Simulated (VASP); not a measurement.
Here is a VASP 6.6.1 calculation.

The input POSCAR:

```
TiSi2
1.0
    4.7806857144      0.0000000000      0.0000000000
   -2.3903428572      4.2581108938      0.0000000000
    2.3903428572      0.0000000000      4.1159871612
Ti Si
2 4
Direct
    0.2500000000      0.5000000000      0.5000000000
    0.5000000000      0.0000000000      0.0000000000
    0.9126699721      0.5000000000      0.1746600558
    0.5873300279      0.5000000000      0.8253399442
    0.8373300279      0.0000000000      0.3253399442
    0.1626699721      0.0000000000      0.6746600558
```

File INCAR.step1:

```
ALGO     = Normal         # electronic algorithm
EDIFF    = 1E-4           # SCF threshold, eV
ENCUT    = 520            # plane-wave cutoff, eV
GGA      = PE             # functional
ISMEAR   = 0              # smearing method
ISYM     = 0            
LASPH    = True           # aspherical terms in the spheres
LCHARG   = False          # write CHGCAR
LREAL    = False          # projectors in reciprocal space
LWAVE    = True           # write WAVECAR
NBANDS   = 29             # bands
NELM     = 100            # most SCF steps
PREC     = Accurate       # precision mode
SIGMA    = 0.1            # smearing width, eV
```

Contents of INCAR.step2:

```
ALGO     = Normal         # electronic algorithm
EDIFF    = 1E-7           # SCF threshold, eV
ENCUT    = 520            # plane-wave cutoff, eV
ISIF     = 2              # what is computed and relaxed
ISMEAR   = 0              # smearing method
ISTART   = 1            
ISYM     = 0            
LASPH    = True           # aspherical terms in the spheres
LCHARG   = True           # write CHGCAR
LELF     = True           # ELF
LMIXTAU  = True         
LREAL    = False          # projectors in reciprocal space
LVHAR    = True         
LWAVE    = False          # write WAVECAR
METAGGA  = R2SCAN         # meta-GGA
NBANDS   = 29             # bands
NELM     = 100            # most SCF steps
PREC     = Accurate       # precision mode
SIGMA    = 0.1            # smearing width, eV
```

KPOINTS

```
k-points
0
Gamma
  8 8 9
```

Potentials or basis: VASP PAW PBE potentials, release 64 (Ti_sv, Si).

Launch:

```sh
$ cat potpaw_PBE.64/Ti_sv/POTCAR potpaw_PBE.64/Si/POTCAR > POTCAR
$ cp INCAR.step1 INCAR
$ mpirun -np 1 vasp_std > vasp.out
$ cp INCAR.step2 INCAR
$ mpirun -np 1 vasp_std > vasp.out
```

Task: Predict the pressure.

Result: 0.3 GPa.

Task: Predict the largest force.

Result: 0.008 eV/Å.

Task: What does it give for the band gap on the k mesh?

Result: Zero (bands 20 and 21 overlap by 2.01 eV).

Forces in eV/Å, atoms in the order of the input:
```
Ti   0.000  0.001  0.000
Ti   0.000 -0.001  0.000
Si   0.003 -0.001 -0.007
Si  -0.003 -0.001  0.007
Si  -0.003  0.001  0.007
Si   0.003  0.001 -0.007
```

Caveat: the PAW data sets were made with another functional, which shifts forces and pressure a little.
